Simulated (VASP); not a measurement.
# Pb (Fm-3m) in VASP: further runs, part 2 of 2

VASP 6.6.1.

### 4 Single point, r2SCAN

This run uses another cell than the first one, of 31.17 Å³/atom.

POSCAR reads:

```
Pb
1.0
    0.0000000000      2.4977940733      2.4977940733
    2.4977940733      0.0000000000      2.4977940733
    2.4977940733      2.4977940733      0.0000000000
Pb
1
Direct
    0.0000000000      0.0000000000      0.0000000000
```

INCAR.step1 reads:

```
PREC = Accurate
ENCUT = 520
ISMEAR = 0
SIGMA = 0.1
LREAL = False
LASPH = True
NELM = 80
NBANDS = 13
GGA = PE
ALGO = Normal
EDIFF = 1E-4
LWAVE = True
LCHARG = False
```

INCAR.step2 reads:

```
PREC = Accurate
ENCUT = 520
EDIFF = 1E-7
ISMEAR = 0
SIGMA = 0.1
LREAL = False
LASPH = True
NELM = 80
ALGO = Normal
ISIF = 2
LWAVE = False
LCHARG = False
METAGGA = R2SCAN
LMIXTAU = True
NBANDS = 13
ISTART = 1
```

KPOINTS reads:

```
regular mesh
0
Gamma
  14 14 14
```

Potentials or basis: VASP PAW PBE potentials, release 64 (Pb_d).

Command:

```
cat potpaw_PBE.64/Pb_d/POTCAR > POTCAR
cp INCAR.step1 INCAR
mpirun -np 1 vasp_std > vasp.out
cp INCAR.step2 INCAR
mpirun -np 1 vasp_std > vasp.out
```

OUTCAR:

```text
PREC = Accurate
   ENCUT = 520
   EDIFF = 1E-7
   ISMEAR = 0
   LREAL = False
   LASPH = True
   NELM = 80
   ISIF = 2
   METAGGA = R2SCAN
   ISTART = 1

 ion  position               nearest neighbor table
   1  0.000  0.000  0.000-

  LATTYP: Found a face centered cubic cell.
 ALAT       =     4.9955881466

  Lattice vectors:

 A1 = (   0.0000000000,   2.4977940733,   2.4977940733)
 A2 = (   2.4977940733,   0.0000000000,   2.4977940733)
 A3 = (   2.4977940733,   2.4977940733,   0.0000000000)

Analysis of symmetry for initial positions (statically):
=====================================================================
 Subroutine PRICEL returns:
 Original cell was already a primitive cell.

 Routine SETGRP: Setting up the symmetry group for a
 face centered cubic supercell.

 Subroutine GETGRP returns: Found 48 space group operations
 (whereof 48 operations were pure point group operations)
 out of a pool of 48 trial point group operations.

The static configuration has the point symmetry O_h .

Analysis of symmetry for dynamics (positions and initial velocities):
=====================================================================
 Subroutine PRICEL returns:
 Original cell was already a primitive cell.

 Routine SETGRP: Setting up the symmetry group for a
 face centered cubic supercell.

 Subroutine GETGRP returns: Found 48 space group operations
 (whereof 48 operations were pure point group operations)
 out of a pool of 48 trial point group operations.

The dynamic configuration has the point symmetry O_h .

 Subroutine INISYM returns: Found 48 space group operations
 (whereof 48 operations are pure point group operations),
 and found     1 'primitive' translations

----------------------------------------------------------------------------------------

                                     Primitive cell

  volume of cell :      31.1674

[... 108 lines left out ...]
  Fermi-wavevector in a.u.,A,eV,Ry     =   1.253769  2.369280 21.387499  1.571937
  Thomas-Fermi vector in A             =   2.387606
   LORBIT       =      0    0 simple, 1 ext, 2 COOP (PROOUT), +10 PAW based schemes
   METAGGA = R2SCAN    functional components
   LHFCALC =     F    Hartree Fock is set to
   AEXX    =    0.0000 exact exchange contribution
   IVDW    =     0    specifies the selected vdW correction
   LEPSILON=     F    determine dielectric tensor
   LRPA    =     F    only Hartree local field effects (RPA)
 non-spin polarized calculation
 Gauss-broadening in eV      SIGMA  =   0.10
  energy-cutoff  :      520.00
  volume of cell :       31.17
 maximum number of plane-waves:       872
 NGX is ok and might be reduce to    28
   NGX = 13   NGY = 13   NGZ = 13

 number of electron      14.0000001 magnetization

 Free energy of the ion-electron system (eV)
  ---------------------------------------------------
  ext. energy  EPLUGINS =         0.00000000
  ---------------------------------------------------
  free energy    TOTEN  =       -56.28421235 eV

  energy without entropy =      -56.28178854  energy(sigma->0) =      -56.28300044

 E-fermi :   6.9512     XC(G=0): -10.7768

 val. band max:        6.8280916716   @ k =   0.3571   0.1429   0.0714
 cond. band min:       6.9552279641   @ k =   0.3571   0.2143   0.0000
 fundamental gap:      0.1271362925
 Fermi energy:         6.9512494598

 k-point     1 :       0.0000    0.0000    0.0000
  band No.  band energies     occupation
      1     -10.7845      2.00000
      2     -10.7845      2.00000
      3     -10.7845      2.00000
      4     -10.6483      2.00000
      5     -10.6483      2.00000
      6      -5.1871      2.00000
      7      14.4252      0.00000
      8      14.4252      0.00000
      9      14.4252      0.00000
     10      17.3184      0.00000
     11      18.8479      0.00000
     12      19.8202      0.00000
     13      19.8202      0.00000
[... 354 lines left out ...]
  band No.  band energies     occupation
      1     -10.8244      2.00000
      2     -10.7276      2.00000
      3     -10.6999      2.00000
      4     -10.6583      2.00000
      5     -10.5794      2.00000
      6      -3.7276      2.00000
      7       8.1935      0.00000
      8      11.7223      0.00000
      9      11.9648      0.00000
     10      15.8475      0.00000
     11      17.4373      0.00000
     12      21.1509      0.00000
     13      22.0012      0.00000

 [... further k-points ...]
[... 5 lines left out ...]
  --------------------------------------------------------------------------------------
  -------------------------------------------------------------------------------------
  Total       -0.0019059     -0.0019059     -0.0019059      0.0000000      0.0000000      0.0000000
  in kB       -0.0979758     -0.0979758     -0.0979758      0.0000000      0.0000000      0.0000000
  external PRESSURE =      -0.0979758 kB  Pullay stress =       0.0000000 kB

 VOLUME and BASIS-vectors are now :
 -----------------------------------------------------------------------------
  energy-cutoff  :      520.00
  volume of cell :       31.17
      direct lattice vectors                 reciprocal lattice vectors
     0.000000000  2.497794073  2.497794073    -0.200176630  0.200176630  0.200176630
     2.497794073  0.000000000  2.497794073     0.200176630 -0.200176630  0.200176630
     2.497794073  2.497794073  0.000000000     0.200176630  0.200176630 -0.200176630

 POSITION                                       TOTAL-FORCE (eV/Angst)
 -----------------------------------------------------------------------------------
      0.00000      0.00000      0.00000        -0.000000      0.000000     -0.000000
 -----------------------------------------------------------------------------------
    total drift:                               -0.000000     -0.000000     -0.000000

  FREE ENERGIE OF THE ION-ELECTRON SYSTEM (eV)
  ---------------------------------------------------
  free  energy   TOTEN  =       -56.2842123541 eV

  energy  without entropy=      -56.2817885351  energy(sigma->0) =      -56.28300044
```

OUTCAR.step1:

```text
PREC = Accurate
   ENCUT = 520
   ISMEAR = 0
   LREAL = False
   LASPH = True
   NELM = 80
[... 599 lines left out ...]

 POSITION                                       TOTAL-FORCE (eV/Angst)
 -----------------------------------------------------------------------------------
      0.00000      0.00000      0.00000        -0.000000     -0.000000     -0.000000
 -----------------------------------------------------------------------------------
    total drift:                               -0.000000     -0.000000     -0.000000

  FREE ENERGIE OF THE ION-ELECTRON SYSTEM (eV)
  ---------------------------------------------------
  free  energy   TOTEN  =        -3.5658214301 eV

  energy  without entropy=       -3.5635670514  energy(sigma->0) =       -3.56469424
```

It took 4.7 min on 1 thread of Intel Xeon 8259CL, shared host; peak memory 0.19 GiB.

What came out:

* Free energy: -56.2842 eV
* Pressure: 0.0 GPa
* Band gap on the k mesh: zero (bands 7 and 8 overlap by 9.04 eV)

Caveat: the PAW data sets were made with another functional, which shifts forces and pressure a little; spin-orbit coupling is left out, which moves the levels of the heavy elements.

### 5 Single point, r2SCAN (32.10 Å³/atom)

This run uses another cell than the first one, of 32.10 Å³/atom.

POSCAR reads:

```
Pb
1.0
    0.0000000000      2.5225263162      2.5225263162
    2.5225263162      0.0000000000      2.5225263162
    2.5225263162      2.5225263162      0.0000000000
Pb
1
Direct
    0.0000000000      0.0000000000      0.0000000000
```

INCAR.step1 reads:

```
SYSTEM = Pb
ALGO = Normal
EDIFF = 1E-4
ENCUT = 520
GGA = PE
ISMEAR = 0
LASPH = .True.
LCHARG = .False.
LREAL = .False.
LWAVE = .True.
NBANDS = 13
NELM = 80
PREC = Accurate
SIGMA = 0.1
```

INCAR.step2 reads:

```
SYSTEM = Pb
ALGO = Normal
EDIFF = 1E-6
ENCUT = 520
ISIF = 2
ISMEAR = 0
ISTART = 1
LASPH = .True.
LCHARG = .False.
LMIXTAU = .True.
LREAL = .False.
LWAVE = .False.
METAGGA = R2SCAN
NBANDS = 13
NELM = 80
PREC = Accurate
SIGMA = 0.1
```

KPOINTS reads:

```
k-points
0
Gamma
  14 14 14
  0 0 0
```

Command:

```
cat potpaw_PBE.64/Pb_d/POTCAR > POTCAR
cp INCAR.step1 INCAR
mpirun -np 1 vasp_std > vasp.out
cp INCAR.step2 INCAR
mpirun -np 1 vasp_std > vasp.out
```

It took 4.2 min on 1 thread of Intel Xeon 8259CL, shared host; peak memory 0.19 GiB.

It converged, with:

- Free energy: -56.2810 eV
- Pressure: -1.2 GPa
- Band gap on the k mesh: zero (bands 7 and 8 overlap by 8.74 eV)

Levels at points of the mesh, in eV from the Fermi level:
```
           k point  band 3  band 4  band 5  band 6  band 7  band 8  band 9  band 10  band 11  band 12
(0.00, 0.00, 0.00)  -17.70  -17.57  -17.57  -11.92    7.25    7.25    7.25    10.36    11.52    12.67
(0.50, 0.00, 0.00)  -17.69  -17.45  -17.45   -8.44   -4.11    5.46    5.46     9.53     9.90    11.45
(0.50, 0.50, 0.00)  -17.46  -17.42  -17.42   -7.08   -3.24    2.04    2.04     5.73     6.84    18.96
```

Caveat: the PAW data sets were made with another functional, which shifts forces and pressure a little; spin-orbit coupling is left out, which moves the levels of the heavy elements.

### 6 Single point, r2SCAN (33.04 Å³/atom)

This run uses another cell than the first one, of 33.04 Å³/atom.

POSCAR reads:

```
Pb
1.0
    0.0000000000      2.5467828650      2.5467828650
    2.5467828650      0.0000000000      2.5467828650
    2.5467828650      2.5467828650      0.0000000000
Pb
1
Direct
    0.0000000000      0.0000000000      0.0000000000
```

INCAR.step1 reads:

```
  ALGO = Normal
  EDIFF = 1E-4
  ENCUT = 520
  GGA = PE
  ISMEAR = 0
  LASPH = T
  LCHARG = F
  LREAL = F
  LWAVE = T
  NBANDS = 13
  NELM = 100
  PREC = Accurate
  SIGMA = 0.1
```

INCAR.step2 reads:

```
  ALGO = Normal
  EDIFF = 1E-6
  ENCUT = 520
  ISIF = 2
  ISMEAR = 0
  ISTART = 1
  LASPH = T
  LCHARG = T
  LELF = T
  LMIXTAU = T
  LREAL = F
  LVHAR = T
  LWAVE = F
  METAGGA = R2SCAN
  NBANDS = 13
  NELM = 100
  PREC = Accurate
  SIGMA = 0.1
```

KPOINTS reads:

```
k-points
0
Gamma
  14 14 14
```

Potentials or basis: VASP PAW PBE potentials, release 64 (Pb_d).

Command:

```
cat potpaw_PBE.64/Pb_d/POTCAR > POTCAR
cp INCAR.step1 INCAR
mpirun -np 1 vasp_std > vasp.out
cp INCAR.step2 INCAR
mpirun -np 1 vasp_std > vasp.out
```

It took 4.7 min on 1 thread of Intel Xeon 8259CL, shared host; peak memory 0.19 GiB.

The run converged. Its results:

```
Free energy            : -56.2713 eV
Pressure               : -2.2 GPa
Band gap on the k mesh : zero (bands 7 and 8 overlap by 8.45 eV)
```

Levels at points of the mesh, in eV from the Fermi level:
| k point | band 4 | band 5 | band 6 | band 7 | band 8 | band 9 | band 10 | band 11 |
| --- | --- | --- | --- | --- | --- | --- | --- | --- |
| (0.00, 0.00, 0.00) | -17.56 | -17.56 | -11.72 | 7.03 | 7.03 | 7.03 | 10.35 | 11.16 |
| (0.50, 0.00, 0.00) | -17.44 | -17.44 | -8.41 | -3.96 | 5.31 | 5.31 | 9.30 | 9.88 |
| (0.50, 0.50, 0.00) | -17.41 | -17.41 | -7.11 | -3.12 | 2.02 | 2.02 | 5.66 | 6.77 |

Caveat: the PAW data sets were made with another functional, which shifts forces and pressure a little; spin-orbit coupling is left out, which moves the levels of the heavy elements.

### 7 Summary

```csv
cell,gap on the mesh (eV),pressure (GPa)
"a = 3.460 Å, angles 60.0°, 1 atom",none,3.2
"a = 3.497 Å, angles 60.0°, 1 atom",none,1.4
"a = 3.532 Å, angles 60.0°, 1 atom",none,0.0
"a = 3.567 Å, angles 60.0°, 1 atom",none,-1.2
"a = 3.602 Å, angles 60.0°, 1 atom",none,-2.2
```

Alike in all rows: task single point; level r2SCAN; potentials or basis VASP PAW PBE potentials, release 64 (Pb_d); no spin polarisation; k mesh 14 × 14 × 14; cutoff (eV) 520; smearing gaussian 0.1 eV.

Caveats: the PAW data sets were made with another functional, which shifts forces and pressure a little; spin-orbit coupling is left out, which moves the levels of the heavy elements; the cell stands under pressure (at least some runs).

Absolute energies hang on the potentials; compare differences alone.
